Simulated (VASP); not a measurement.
# Cs (Fm-3m) in VASP: further runs

Cs is run at these levels: LDA; tasks: electric field gradients.

All numbers are computed with VASP 6.6.1; they aren't measurements. Logs are shortened: lines on timing, memory, paths and dates and some standing lists are left out, and cuts for length are marked.

### 1 The cell of the first run

The structure is cubic, space group Fm-3m (No. 225). The conventional cell has a = 7.817 Å, b = 7.817 Å, c = 7.817 Å, α = 90.00°, β = 90.00°, γ = 90.00°.

This isn't the form of Cs at room conditions, which is bcc.

### 2 Electric field gradients, LDA (119.41 Å³/atom)

INCAR reads:

```
PREC = Accurate
ENCUT = 520
EDIFF = 1E-8
ISMEAR = -1
SIGMA = 0.08
LREAL = F
LASPH = T
NELM = 80
ALGO = Normal
ISIF = 2
LWAVE = F
LCHARG = F
GGA = CA
LEFG = T
NBANDS = 10
```

KPOINTS reads:

```
Automatic mesh
0
Gamma
  8 8 8
```

POSCAR reads:

```
Cs
1.0
    0.0000000000      3.9084508339      3.9084508339
    3.9084508339      0.0000000000      3.9084508339
    3.9084508339      3.9084508339      0.0000000000
Cs
1
Direct
    0.0000000000      0.0000000000      0.0000000000
```

Potentials or basis: VASP PAW LDA potentials, release 64 (Cs_sv).

On the command line:

```
$ cat potpaw_LDA.64/Cs_sv/POTCAR > POTCAR
$ mpirun -np 1 vasp_std > vasp.out
```

OUTCAR:

```text
PREC = Accurate
   ENCUT = 520
   EDIFF = 1E-8
   ISMEAR = -1
   LREAL = F
   LASPH = T
   NELM = 80
   ISIF = 2
   GGA = CA

 ion  position               nearest neighbor table
   1  0.000  0.000  0.000-

  LATTYP: Found a face centered cubic cell.
 ALAT       =     7.8169016678

  Lattice vectors:

 A1 = (   0.0000000000,   3.9084508339,   3.9084508339)
 A2 = (   3.9084508339,   0.0000000000,   3.9084508339)
 A3 = (   3.9084508339,   3.9084508339,   0.0000000000)

Analysis of symmetry for initial positions (statically):
=====================================================================
 Subroutine PRICEL returns:
 Original cell was already a primitive cell.

 Routine SETGRP: Setting up the symmetry group for a
 face centered cubic supercell.

 Subroutine GETGRP returns: Found 48 space group operations
 (whereof 48 operations were pure point group operations)
 out of a pool of 48 trial point group operations.

The static configuration has the point symmetry O_h .

Analysis of symmetry for dynamics (positions and initial velocities):
=====================================================================
 Subroutine PRICEL returns:
 Original cell was already a primitive cell.

 Routine SETGRP: Setting up the symmetry group for a
 face centered cubic supercell.

 Subroutine GETGRP returns: Found 48 space group operations
 (whereof 48 operations were pure point group operations)
 out of a pool of 48 trial point group operations.

The dynamic configuration has the point symmetry O_h .

 Subroutine INISYM returns: Found 48 space group operations
 (whereof 48 operations are pure point group operations),
 and found     1 'primitive' translations

----------------------------------------------------------------------------------------

                                     Primitive cell

  volume of cell :     119.4109

  direct lattice vectors                    reciprocal lattice vectors
     0.000000000  3.908450834  3.908450834    -0.127927924  0.127927924  0.127927924
     3.908450834  0.000000000  3.908450834     0.127927924 -0.127927924  0.127927924
     3.908450834  3.908450834  0.000000000     0.127927924  0.127927924 -0.127927924

  length of vectors
     5.527384177  5.527384177  5.527384177     0.221577664  0.221577664  0.221577664

  position of ions in fractional coordinates (direct lattice)
     0.000000000  0.000000000  0.000000000

  ion indices of the primitive-cell ions
   primitive index   ion index
                 1           1

----------------------------------------------------------------------------------------

 KPOINTS: Automatic mesh

Automatic generation of k-mesh.
 Grid dimensions read from file:
 generate k-points for:    8    8    8

 Generating k-lattice:

  Cartesian coordinates                     Fractional coordinates (reciprocal lattice)
    -0.015990990  0.015990990  0.015990990     0.125000000  0.000000000  0.000000000
     0.015990990 -0.015990990  0.015990990     0.000000000  0.125000000  0.000000000
     0.015990990  0.015990990 -0.015990990     0.000000000  0.000000000  0.125000000

  Length of vectors
     0.027697208  0.027697208  0.027697208

  Shift w.r.t. Gamma in fractional coordinates (k-lattice)
     0.000000000  0.000000000  0.000000000

 Subroutine IBZKPT returns following result:
 ===========================================

 Found     29 irreducible k-points:

 Following reciprocal coordinates:
            Coordinates               Weight
  0.000000  0.000000  0.000000      1.000000
  0.125000  0.000000  0.000000      8.000000
  0.250000  0.000000  0.000000      8.000000
  0.375000  0.000000  0.000000      8.000000
  0.500000  0.000000  0.000000      4.000000
  0.125000  0.125000  0.000000      6.000000
[... 16 lines left out ...]
  0.500000  0.250000  0.125000     48.000000
 -0.375000  0.250000  0.125000     24.000000
 [... further k-points ...]
   k-points           NKPTS =     29   k-points in BZ     NKDIM =     29   number of bands    NBANDS=     10
   number of dos      NEDOS =    301   number of ions     NIONS =      1
   total plane-waves  NPLWV =  74088
   dimension x,y,z NGX =    42 NGY =   42 NGZ =   42
   dimension x,y,z NGXF=    84 NGYF=   84 NGZF=   84
   ions per type =               1
   NGX,Y,Z   is equivalent  to a cutoff of  12.63, 12.63, 12.63 a.u.
   NGXF,Y,Z  is equivalent  to a cutoff of  25.26, 25.26, 25.26 a.u.
 SYSTEM =  unknown system
   PREC   = accura    normal or accurate (medium, high low for compatibility)
   ISTART =      0    job   : 0-new  1-cont  2-samecut
   ICHARG =      2    charge: 1-file 2-atom 10-const
   ISPIN  =      1    spin polarized calculation?
   LNONCOLLINEAR =      F non collinear calculations
   LSORBIT =      F    spin-orbit coupling
   LASPH  =      T    aspherical Exc in radial PAW
   ENCUT  =  520.0 eV  38.22 Ry    6.18 a.u.  10.28 10.28 10.28*2*pi/ulx,y,z
   NELM   =     80;   NELMIN=  2; NELMDL= -5     # of ELM steps
   EDIFF  = 0.1E-07   stopping-criterion for ELM
   LREAL  =      F    real-space projection
   EDIFFG = 0.1E-06   stopping-criterion for IOM
   NSW    =      0    number of steps for IOM
   IBRION =     -1    ionic relax: 0-MD 1-quasi-New 2-CG
   NFREE  =      0    steps in history (QN), initial steepest desc. (CG)
   ISIF   =      2    stress and relaxation
   ISYM   =      2    0-nonsym 1-usesym 2-fastsym
   POTIM  = 0.5000    time-step for ionic-motion
   TEBEG  =    0.0;   TEEND  =   0.0 temperature during run
   PSTRESS=    0.0 pullay stress
   NELECT =       9.0000    total number of electrons
   NUPDOWN=      -1.0000    fix difference up-down
   EMIN   =  10.00;   EMAX   =-10.00  energy-range for DOS
   EFERMI =   0.00;   METHOD = LEGACY
   ISMEAR =    -1;   SIGMA  =   0.08  broadening in eV -4-tet -1-fermi 0-gaus
   EFERMI_NEDOS =   21; number of points for ismear=-14 and -15
   IALGO  =     38    algorithm
   IMIX   =      4    mixing-type and parameters
     AMIX     =   0.40;   BMIX     =  1.00
     AMIX_MAG =   1.60;   BMIX_MAG =  1.00
  volume/ion in A,a.u.               =     119.41       805.82
  Fermi-wavevector in a.u.,A,eV,Ry     =   0.691525  1.306792  6.506393  0.478206
  Thomas-Fermi vector in A             =   1.773200
   LORBIT       =      0    0 simple, 1 ext, 2 COOP (PROOUT), +10 PAW based schemes
   GGA     = CA    functional components
   LHFCALC =     F    Hartree Fock is set to
   AEXX    =    0.0000 exact exchange contribution
   IVDW    =     0    specifies the selected vdW correction
   LEPSILON=     F    determine dielectric tensor
   LRPA    =     F    only Hartree local field effects (RPA)
 non-spin polarized calculation
  energy-cutoff  :      520.00
  volume of cell :      119.41
 maximum number of plane-waves:      3250
 NGX is ok and might be reduce to    42
   NGX = 21   NGY = 21   NGZ = 21

 number of electron       8.9999999 magnetization

 Free energy of the ion-electron system (eV)
  ---------------------------------------------------
  ext. energy  EPLUGINS =         0.00000000
  ---------------------------------------------------
  free energy    TOTEN  =        -0.97403892 eV

  energy without entropy =       -0.94505943  energy(sigma->0) =       -0.95954918

 E-fermi :   0.1801     XC(G=0):  -5.4460

 val. band max:        0.1452061241   @ k =   0.5000   0.0000   0.0000
 cond. band min:       0.2312235306   @ k =   0.5000   0.1250   0.0000
 fundamental gap:      0.0860174065
 Fermi energy:         0.1801291404

 k-point     1 :       0.0000    0.0000    0.0000
  band No.  band energies     occupation
      1     -23.6459      2.00000
      2     -10.3879      2.00000
      3     -10.3879      2.00000
      4     -10.3879      2.00000
      5      -1.4495      2.00000
      6       2.5631      0.00000
      7       2.5631      0.00000
      8       2.5631      0.00000
      9       3.5937      0.00000
     10       3.5937      0.00000

 k-point     2 :       0.1250    0.0000    0.0000
  band No.  band energies     occupation
      1     -23.6451      2.00000
      2     -10.4064      2.00000
      3     -10.3904      2.00000
      4     -10.3904      2.00000
      5      -1.2920      2.00000
      6       2.2961      0.00000
      7       2.6308      0.00000
      8       2.6308      0.00000
      9       3.4815      0.00000
     10       3.4815      0.00000
[... 274 lines left out ...]
 k-point    24 :      -0.3750    0.2500    0.1250
  band No.  band energies     occupation
      1     -23.6399      2.00000
      2     -10.4936      2.00000
      3     -10.4368      2.00000
      4     -10.4151      2.00000
      5       0.5893      0.01195
      6       0.9743      0.00010
      7       1.8494      0.00000
      8       2.7003      0.00000
      9       3.6588      0.00000
     10       4.4195      0.00000

 [... further k-points ...]

------------------------ aborting loop because EDIFF is reached ----------------------------------------

  FORCE on cell =-STRESS in cart. coord.  units (eV):
  Direction    XX          YY          ZZ          XY          YZ          ZX
  --------------------------------------------------------------------------------------
  -------------------------------------------------------------------------------------
  Total       -0.2758753     -0.2758753     -0.2758753      0.0000000      0.0000000     -0.0000000
  in kB       -3.7015140     -3.7015140     -3.7015140      0.0000000      0.0000000     -0.0000000
  external PRESSURE =      -3.7015140 kB  Pullay stress =       0.0000000 kB

 VOLUME and BASIS-vectors are now :
 -----------------------------------------------------------------------------
  energy-cutoff  :      520.00
  volume of cell :      119.41
      direct lattice vectors                 reciprocal lattice vectors
     0.000000000  3.908450834  3.908450834    -0.127927924  0.127927924  0.127927924
     3.908450834  0.000000000  3.908450834     0.127927924 -0.127927924  0.127927924
     3.908450834  3.908450834  0.000000000     0.127927924  0.127927924 -0.127927924

 POSITION                                       TOTAL-FORCE (eV/Angst)
 -----------------------------------------------------------------------------------
      0.00000      0.00000      0.00000        -0.000000     -0.000000     -0.000000
 -----------------------------------------------------------------------------------
    total drift:                                0.000000     -0.000000     -0.000000

  FREE ENERGIE OF THE ION-ELECTRON SYSTEM (eV)
  ---------------------------------------------------
  free  energy   TOTEN  =        -0.9740389245 eV

  energy  without entropy=       -0.9450594300  energy(sigma->0) =       -0.95954918

 Electric field gradients (V/A^2)
---------------------------------------------------------------------
 ion       V_xx      V_yy      V_zz      V_xy      V_xz      V_yz
---------------------------------------------------------------------
   1      -0.000     0.000    -0.000     0.000     0.000     0.000
---------------------------------------------------------------------

 Electric field gradients after diagonalization (V/A^2)
 (convention: |V_zz| > |V_xx| > |V_yy|)
----------------------------------------------------------------------
 ion       V_xx      V_yy      V_zz     asymmetry (V_yy - V_xx)/ V_zz
----------------------------------------------------------------------
   1      -0.000    -0.000     0.000       0.000
----------------------------------------------------------------------

           NMR quadrupolar parameters

 Cq : quadrupolar parameter    Cq=e*Q*V_zz/h
 eta: asymmetry parameters     (V_yy - V_xx)/ V_zz
 Q  : nuclear electric quadrupole moment in mb (millibarn)
----------------------------------------------------------------------
 ion       Cq(MHz)       eta       Q (mb)
----------------------------------------------------------------------
   1       0.000       0.000       1.000
----------------------------------------------------------------------
```

It took 25 s on 1 thread of Intel Xeon Platinum 8259CL at 2.50GHz (Skylake/Cascade Lake), shared host; peak memory 0.21 GiB.

Results:

```yaml
Free_energy: -0.9740 eV
Pressure: -0.4 GPa
Band_gap_on_the_k_mesh: zero (an odd number of electrons rules out a gap without spin polarisation)
Largest_electric_field_gradient_by_atom: zero within the noise of the run
```

Levels at points of the mesh, in eV from the Fermi level:
| k point | band 1 | band 2 | band 3 | band 4 | band 5 | band 6 | band 7 | band 8 | band 9 | band 10 |
| --- | --- | --- | --- | --- | --- | --- | --- | --- | --- | --- |
| (0.00, 0.00, 0.00) | -23.83 | -10.57 | -10.57 | -10.57 | -1.63 | 2.38 | 2.38 | 2.38 | 3.41 | 3.41 |
| (0.50, 0.00, 0.00) | -23.82 | -10.69 | -10.59 | -10.59 | -0.03 | 0.82 | 2.26 | 2.26 | 4.18 | 4.18 |
| (0.50, 0.50, 0.00) | -23.82 | -10.68 | -10.61 | -10.61 | 0.32 | 1.06 | 1.43 | 3.93 | 3.93 | 4.03 |

Caveat: spin-orbit coupling is left out, which moves the levels of the heavy elements.

### 3 Electric field gradients, LDA

This run uses another cell than the first one, of 123.10 Å³/atom.

INCAR reads:

```
PREC = Accurate
ENCUT = 520
EDIFF = 1E-8
ISMEAR = -1
SIGMA = 0.08
LREAL = False
LASPH = True
NELM = 60
ALGO = Normal
ISIF = 2
LWAVE = False
LCHARG = False
GGA = CA
LEFG = True
NBANDS = 10
```

KPOINTS reads:

```
regular mesh
0
Gamma
  8 8 8
```

POSCAR reads:

```
Cs
1.0
    0.0000000000      3.9483357400      3.9483357400
    3.9483357400      0.0000000000      3.9483357400
    3.9483357400      3.9483357400      0.0000000000
Cs
1
Direct
    0.0000000000      0.0000000000      0.0000000000
```

Potentials or basis: VASP PAW LDA potentials, release 64 (Cs_sv).

On the command line:

```
$ cat potpaw_LDA.64/Cs_sv/POTCAR > POTCAR
$ mpirun -np 1 vasp_std > vasp.out
```

OUTCAR:

```text
PREC = Accurate
   ENCUT = 520
   EDIFF = 1E-8
   ISMEAR = -1
   LREAL = False
   LASPH = True
   NELM = 60
   ISIF = 2
   GGA = CA

 ion  position               nearest neighbor table
   1  0.000  0.000  0.000-

  LATTYP: Found a face centered cubic cell.
 ALAT       =     7.8966714800

  Lattice vectors:

 A1 = (   0.0000000000,   3.9483357400,   3.9483357400)
 A2 = (   3.9483357400,   0.0000000000,   3.9483357400)
 A3 = (   3.9483357400,   3.9483357400,   0.0000000000)

Analysis of symmetry for initial positions (statically):
=====================================================================
 Subroutine PRICEL returns:
 Original cell was already a primitive cell.

 Routine SETGRP: Setting up the symmetry group for a
 face centered cubic supercell.

 Subroutine GETGRP returns: Found 48 space group operations
 (whereof 48 operations were pure point group operations)
 out of a pool of 48 trial point group operations.

The static configuration has the point symmetry O_h .

Analysis of symmetry for dynamics (positions and initial velocities):
=====================================================================
 Subroutine PRICEL returns:
 Original cell was already a primitive cell.

 Routine SETGRP: Setting up the symmetry group for a
 face centered cubic supercell.

 Subroutine GETGRP returns: Found 48 space group operations
 (whereof 48 operations were pure point group operations)
 out of a pool of 48 trial point group operations.

[... 157 lines left out ...]
      3     -10.4822      2.00000
      4     -10.4822      2.00000
      5      -1.4883      2.00000
      6       2.4748      0.00000
      7       2.4748      0.00000
      8       2.4748      0.00000
      9       3.4756      0.00000
     10       3.4756      0.00000
[... 287 lines left out ...]
 k-point    24 :      -0.3750    0.2500    0.1250
  band No.  band energies     occupation
      1     -23.7314      2.00000
      2     -10.5771      2.00000
      3     -10.5262      2.00000
      4     -10.5067      2.00000
      5       0.5161      0.01237
      6       0.8930      0.00011
      7       1.7728      0.00000
      8       2.6010      0.00000
      9       3.5140      0.00000
     10       4.2742      0.00000

 [... further k-points ...]

------------------------ aborting loop because EDIFF is reached ----------------------------------------

  FORCE on cell =-STRESS in cart. coord.  units (eV):
  Direction    XX          YY          ZZ          XY          YZ          ZX
  --------------------------------------------------------------------------------------
  -------------------------------------------------------------------------------------
  Total       -0.3081589     -0.3081589     -0.3081589      0.0000000      0.0000000      0.0000000
  in kB       -4.0106350     -4.0106350     -4.0106350      0.0000000      0.0000000      0.0000000
  external PRESSURE =      -4.0106350 kB  Pullay stress =       0.0000000 kB

 VOLUME and BASIS-vectors are now :
 -----------------------------------------------------------------------------
  energy-cutoff  :      520.00
  volume of cell :      123.10
      direct lattice vectors                 reciprocal lattice vectors
     0.000000000  3.948335740  3.948335740    -0.126635634  0.126635634  0.126635634
     3.948335740  0.000000000  3.948335740     0.126635634 -0.126635634  0.126635634
     3.948335740  3.948335740  0.000000000     0.126635634  0.126635634 -0.126635634

 POSITION                                       TOTAL-FORCE (eV/Angst)
 -----------------------------------------------------------------------------------
      0.00000      0.00000      0.00000         0.000000      0.000000      0.000000
 -----------------------------------------------------------------------------------
    total drift:                               -0.000000     -0.000000      0.000000

  FREE ENERGIE OF THE ION-ELECTRON SYSTEM (eV)
  ---------------------------------------------------
  free  energy   TOTEN  =        -0.9652856049 eV

  energy  without entropy=       -0.9363700153  energy(sigma->0) =       -0.95082781

 Electric field gradients (V/A^2)
---------------------------------------------------------------------
 ion       V_xx      V_yy      V_zz      V_xy      V_xz      V_yz
---------------------------------------------------------------------
   1       0.000    -0.000    -0.000    -0.000    -0.000    -0.000
---------------------------------------------------------------------

 Electric field gradients after diagonalization (V/A^2)
 (convention: |V_zz| > |V_xx| > |V_yy|)
----------------------------------------------------------------------
 ion       V_xx      V_yy      V_zz     asymmetry (V_yy - V_xx)/ V_zz
----------------------------------------------------------------------
   1       0.000     0.000    -0.000       0.000
----------------------------------------------------------------------

           NMR quadrupolar parameters

 Cq : quadrupolar parameter    Cq=e*Q*V_zz/h
 eta: asymmetry parameters     (V_yy - V_xx)/ V_zz
 Q  : nuclear electric quadrupole moment in mb (millibarn)
----------------------------------------------------------------------
 ion       Cq(MHz)       eta       Q (mb)
----------------------------------------------------------------------
   1      -0.000       0.000       1.000
----------------------------------------------------------------------
```

stdout:

```text
POSCAR found type information on POSCAR Cs
 POSCAR found :  1 types and       1 ions
 scaLAPACK will be used
 LDA part: xc-table for (Slater(with rela. corr.)+CA(PZ))
 , standard interpolation
 POSCAR, INCAR and KPOINTS ok, starting setup
 FFT: planning ... GRIDC
 FFT: planning ... GRID_SOFT
 FFT: planning ... GRID
 WAVECAR not read
 entering main loop
ion   1
```

Run time: 25 s. Hardware: 1 thread of Intel Xeon Platinum 8259CL at 2.50GHz (Skylake/Cascade Lake), shared host; peak memory 0.21 GiB.

Results:

```yaml
Free_energy: -0.9653 eV
Pressure: -0.4 GPa
Band_gap_on_the_k_mesh: zero (an odd number of electrons rules out a gap without spin polarisation)
Largest_electric_field_gradient_by_atom: zero within the noise of the run
```

Levels at points of the mesh, in eV from the Fermi level:
| k point | band 1 | band 2 | band 3 | band 4 | band 5 | band 6 | band 7 | band 8 | band 9 | band 10 |
| --- | --- | --- | --- | --- | --- | --- | --- | --- | --- | --- |
| (0.00, 0.00, 0.00) | -23.85 | -10.59 | -10.59 | -10.59 | -1.60 | 2.37 | 2.37 | 2.37 | 3.37 | 3.37 |
| (0.50, 0.00, 0.00) | -23.84 | -10.70 | -10.61 | -10.61 | -0.03 | 0.79 | 2.24 | 2.24 | 4.11 | 4.13 |
| (0.50, 0.50, 0.00) | -23.84 | -10.70 | -10.63 | -10.63 | 0.34 | 1.07 | 1.39 | 3.84 | 3.84 | 3.90 |

Caveat: spin-orbit coupling is left out, which moves the levels of the heavy elements.
